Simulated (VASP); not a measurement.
Set up this calculation in VASP 6.6.1, as the native input.

```
Task                   : single point
Functional             : PBE
Potentials or basis    : VASP PAW PBE potentials, release 64 (Ti_sv, N)
Cutoff                 : 520 eV
k mesh                 : 16 × 16 × 16
Occupations            : gaussian, width 0.1 eV
Spin                   : no spin polarisation
Dipole correction      : no
Further INCAR settings : ALGO = Normal; EDIFF = 1e-07; NBANDS = 16
```

The structure of TiN (titanium nitride) lies in POSCAR:

```
TiN
1.0
    0.0000000000      2.1234272214      2.1234272214
    2.1234272214      0.0000000000      2.1234272214
    2.1234272214      2.1234272214      0.0000000000
Ti N
1 1
Direct
    0.0000000000      0.0000000000      0.0000000000
    0.5000000000      0.5000000000      0.5000000000
```

These files were run (other wordings do the same):

INCAR

```
ALGO = Normal ; EDIFF = 1E-7
ENCUT = 520 ; GGA = PE
ISIF = 2 ; ISMEAR = 0
LASPH = T ; LCHARG = F
LREAL = F ; LWAVE = F
NBANDS = 16 ; NELM = 100
PREC = Accurate ; SIGMA = 0.1
```

KPOINTS

```
k-points
0
Gamma
  16 16 16
```

Potentials or basis: VASP PAW PBE potentials, release 64 (Ti_sv, N).

Command:

```console
$ cat potpaw_PBE.64/Ti_sv/POTCAR potpaw_PBE.64/N/POTCAR > POTCAR
$ mpirun -np 1 vasp_std > vasp.out
```

Results of the run:

```
Pressure : 0.5 GPa
```

Wall time 93 s on 1 thread of AMD EPYC 7R43 64-Core Processor (Zen 3) (shared host), peak memory 0.13 GiB.
